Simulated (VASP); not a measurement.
# Co (P6_3/mmc) in VASP: a series of runs

Runs on Co. Level: revPBE. Tasks: single point.

Everything below comes from runs of VASP 6.6.1. Logs are shortened: lines on timing, memory, paths and dates and some standing lists are left out, and cuts for length are marked.

## 1. The cell of the first run

The structure is hexagonal, space group P6_3/mmc (No. 194). The conventional cell has a = 2.407 Å, b = 2.407 Å, c = 3.887 Å, α = 90.00°, β = 90.00°, γ = 120.00°. Within 3.2 Å of Co (site symmetry -6m2) lie 12 Co at 2.39 to 2.41 Å.

## 2. Single point, revPBE, collinear spin, ferromagnetic start (9.76 Å³/atom)

The input, INCAR:

```
SYSTEM = Co
PREC = Accurate
ENCUT = 520
EDIFF = 1E-6
ISMEAR = -1
SIGMA = 0.05
LREAL = .False.
LASPH = .True.
NELM = 150
ALGO = Normal
ISIF = 2
LWAVE = .False.
LCHARG = .False.
ISPIN = 2
MAGMOM = 1.714 1.714
LORBIT = 11
LMAXMIX = 4
GGA = RE
NBANDS = 20
```

The input, KPOINTS:

```
Automatic mesh
0
Gamma
  23 23 13
  0 0 0
```

The input, POSCAR:

```
Co
1.0
    2.4074571989      0.0000000000      0.0000000000
   -1.2037285994      2.0849190928      0.0000000000
    0.0000000000      0.0000000000      3.8869926125
Co
2
Direct
    0.3333333333      0.6666666667      0.2500000000
    0.6666666667      0.3333333333      0.7500000000
```

Potentials or basis: VASP PAW PBE potentials, release 64 (Co).

Launch:

```
$ cat potpaw_PBE.64/Co/POTCAR > POTCAR
$ mpirun -np 1 vasp_std > vasp.out
```

OUTCAR:

```text
SYSTEM = Co
   PREC = Accurate
   ENCUT = 520
   EDIFF = 1E-6
   ISMEAR = -1
   LREAL = .False.
   LASPH = .True.
   NELM = 150
   ISIF = 2
   ISPIN = 2
   LORBIT = 11
   GGA = RE

 ion  position               nearest neighbor table
   1  0.333  0.667  0.250-   2 2.39   2 2.39   2 2.39   2 2.39   2 2.39   2 2.39
   2  0.667  0.333  0.750-   1 2.39   1 2.39   1 2.39   1 2.39   1 2.39   1 2.39

  LATTYP: Found a hexagonal cell.
 ALAT       =     2.4074571989
 C/A-ratio  =     1.6145635379

  Lattice vectors:

 A1 = (   2.4074571989,   0.0000000000,   0.0000000000)
 A2 = (  -1.2037285994,   2.0849190928,   0.0000000000)
 A3 = (   0.0000000000,   0.0000000000,   3.8869926125)

Analysis of symmetry for initial positions (statically):
=====================================================================
 Subroutine PRICEL returns:
 Original cell was already a primitive cell.

 Routine SETGRP: Setting up the symmetry group for a
 hexagonal supercell.

 Subroutine GETGRP returns: Found 24 space group operations
 (whereof 12 operations were pure point group operations)
 out of a pool of 24 trial point group operations.

The static configuration has the point symmetry D_3d.
 The point group associated with its full space group is D_6h.

Analysis of symmetry for dynamics (positions and initial velocities):
=====================================================================
 Subroutine PRICEL returns:
 Original cell was already a primitive cell.

 Routine SETGRP: Setting up the symmetry group for a
 hexagonal supercell.

 Subroutine GETGRP returns: Found 24 space group operations
 (whereof 12 operations were pure point group operations)
 out of a pool of 24 trial point group operations.

The dynamic configuration has the point symmetry D_3d.
 The point group associated with its full space group is D_6h.

Analysis of structural, dynamic, and magnetic symmetry:
=====================================================================
 Subroutine PRICEL returns:
 Original cell was already a primitive cell.

 Routine SETGRP: Setting up the symmetry group for a
 hexagonal supercell.

 Subroutine GETGRP returns: Found 24 space group operations
 (whereof 12 operations were pure point group operations)
 out of a pool of 24 trial point group operations.

The overall configuration has the point symmetry D_3d.
 The point group associated with its full space group is D_6h.

 Subroutine INISYM returns: Found 24 space group operations
 (whereof 12 operations are pure point group operations),
 and found     1 'primitive' translations

[... 111 lines left out ...]
   IALGO  =     38    algorithm
   IMIX   =      4    mixing-type and parameters
     AMIX     =   0.40;   BMIX     =  1.00
     AMIX_MAG =   1.60;   BMIX_MAG =  1.00
  volume/ion in A,a.u.               =       9.76        65.83
  Fermi-wavevector in a.u.,A,eV,Ry     =   1.593719  3.011693 34.557998  2.539941
  Thomas-Fermi vector in A             =   2.691906
   LORBIT       =     11    0 simple, 1 ext, 2 COOP (PROOUT), +10 PAW based schemes
   GGA     = RE    functional components
   LHFCALC =     F    Hartree Fock is set to
   AEXX    =    0.0000 exact exchange contribution
   IVDW    =     0    specifies the selected vdW correction
   LEPSILON=     F    determine dielectric tensor
   LRPA    =     F    only Hartree local field effects (RPA)
 spin polarized calculation
  energy-cutoff  :      520.00
  volume of cell :       19.51
 maximum number of plane-waves:       544
 NGX is ok and might be reduce to    18
   NGX =  9   NGY =  9   NGZ = 15

 number of electron      18.0000017 magnetization       3.0719685

 Free energy of the ion-electron system (eV)
  ---------------------------------------------------
  ext. energy  EPLUGINS =         0.00000000
  ---------------------------------------------------
  free energy    TOTEN  =       -13.01969871 eV

  energy without entropy =      -13.00679413  energy(sigma->0) =      -13.01324642

 E-fermi :  11.9302     XC(G=0): -13.9667

 val. band max:       11.9284100898   @ k =   0.2174   0.1304   0.4615
 cond. band min:      11.9313186123   @ k =   0.3043   0.0870   0.3846
 fundamental gap:      0.0029085225
 Fermi energy:        11.9302231628

 spin component 1

 k-point     1 :       0.0000    0.0000    0.0000
  band No.  band energies     occupation
      1       2.4170      1.00000
      2       6.2885      1.00000
      3       9.1711      1.00000
      4       9.1844      1.00000
      5       9.1844      1.00000
      6       9.5587      1.00000
[... 541 lines left out ...]
     19      38.6247      0.00000
     20      42.1256      0.00000

 [... further k-points ...]

 spin component 2

 k-point     1 :       0.0000    0.0000    0.0000
  band No.  band energies     occupation
      1       2.3962      1.00000
      2       7.1951      1.00000
      3      10.7598      1.00000
      4      10.7699      1.00000
      5      10.7699      1.00000
      6      11.2018      1.00000
[... 541 lines left out ...]
     19      38.6541      0.00000
     20      42.2439      0.00000

 [... further k-points ...]
[... 5 lines left out ...]
  --------------------------------------------------------------------------------------
  -------------------------------------------------------------------------------------
  Total        4.0270832      4.0270832      4.0620671      0.0000000     -0.0000000      0.0000000
  in kB      330.7041857    330.7041857    333.5770596      0.0000000     -0.0000000      0.0000000
  external PRESSURE =     331.6618104 kB  Pullay stress =       0.0000000 kB

 VOLUME and BASIS-vectors are now :
 -----------------------------------------------------------------------------
  energy-cutoff  :      520.00
  volume of cell :       19.51
      direct lattice vectors                 reciprocal lattice vectors
     2.407457199  0.000000000  0.000000000     0.415376024  0.239817459  0.000000000
    -1.203728599  2.084919093  0.000000000     0.000000000  0.479634919  0.000000000
     0.000000000  0.000000000  3.886992612     0.000000000  0.000000000  0.257268305

 POSITION                                       TOTAL-FORCE (eV/Angst)
 -----------------------------------------------------------------------------------
     -0.00000      1.38995      0.97175        -0.000000      0.000000      0.000000
      1.20373      0.69497      2.91524         0.000000     -0.000000      0.000000
 -----------------------------------------------------------------------------------
    total drift:                               -0.000000      0.000000     -0.000000

  FREE ENERGIE OF THE ION-ELECTRON SYSTEM (eV)
  ---------------------------------------------------
  free  energy   TOTEN  =       -13.0196987117 eV

  energy  without entropy=      -13.0067941310  energy(sigma->0) =      -13.01324642

 total charge

# of ion       s       p       d       tot
------------------------------------------
    1        0.539   0.623   7.344   8.505
    2        0.539   0.623   7.344   8.505
--------------------------------------------------
tot          1.077   1.246  14.688  17.011

 magnetization (x)

# of ion       s       p       d       tot
------------------------------------------
    1       -0.017  -0.060   1.613   1.536
    2       -0.017  -0.060   1.613   1.536
--------------------------------------------------
tot         -0.034  -0.120   3.226   3.073
```

OSZICAR:

```text
N       E                     dE             d eps       ncg     rms          rms(c)
DAV:   1     0.854961540436E+02    0.85496E+02   -0.78695E+03 33472   0.123E+03
DAV:   2    -0.102630400513E+02   -0.95759E+02   -0.86090E+02 31820   0.220E+02
DAV:   3    -0.148523163543E+02   -0.45893E+01   -0.43956E+01 35500   0.574E+01
DAV:   4    -0.149212403084E+02   -0.68924E-01   -0.68867E-01 38300   0.623E+00
DAV:   5    -0.149232695803E+02   -0.20293E-02   -0.20291E-02 36604   0.102E+00    0.164E+01
DAV:   6    -0.132696749100E+02    0.16536E+01   -0.56511E+00 35892   0.509E+01    0.640E+00
DAV:   7    -0.130584479903E+02    0.21123E+00   -0.76055E-01 38412   0.167E+01    0.415E+00
DAV:   8    -0.130328689049E+02    0.25579E-01   -0.16716E-02 40772   0.139E+00    0.219E+00
DAV:   9    -0.130184748506E+02    0.14394E-01   -0.20763E-03 53976   0.824E-01    0.605E-01
DAV:  10    -0.130195922927E+02   -0.11174E-02   -0.18019E-03 45260   0.669E-01    0.115E-01
DAV:  11    -0.130196984307E+02   -0.10614E-03   -0.14006E-04 43356   0.167E-01    0.254E-02
DAV:  12    -0.130196987117E+02   -0.28094E-06   -0.58889E-06 37328   0.207E-02
   1 F= -.13019699E+02 E0= -.13013246E+02  d E =-.129046E-01  mag=     3.0704
```

stdout:

```text
POSCAR found type information on POSCAR Co
 POSCAR found :  1 types and       2 ions
 scaLAPACK will be used
 -----------------------------------------------------------------------------
|                                                                             |
|                                                                             |
|     You enforced a specific xc type in the INCAR file but a different       |
|     I HOPE YOU KNOW WHAT YOU ARE DOING!                                     |
|                                                                             |
 -----------------------------------------------------------------------------

 LDA part: xc-table for (Slater+PW92), standard interpolation
 POSCAR, INCAR and KPOINTS ok, starting setup
 FFT: planning ... GRIDC
 FFT: planning ... GRID_SOFT
 FFT: planning ... GRID
 WAVECAR not read
 entering main loop
```

Wall time 99 s (1 thread of Intel Xeon 6975P-C (Granite Rapids), shared host); peak memory 0.3 GiB.

Results:

- Free energy: -13.0197 eV
- Pressure: 33.2 GPa
- Net moment: 3.07 μB per cell
- Site moments: Co +1.54 μB
- Valence electrons inside the program's atomic spheres: Co 8.51

Caveat: the cell stands under pressure; the PAW data sets were made with another functional, which shifts forces and pressure a little.

[end of part 1 of 2]
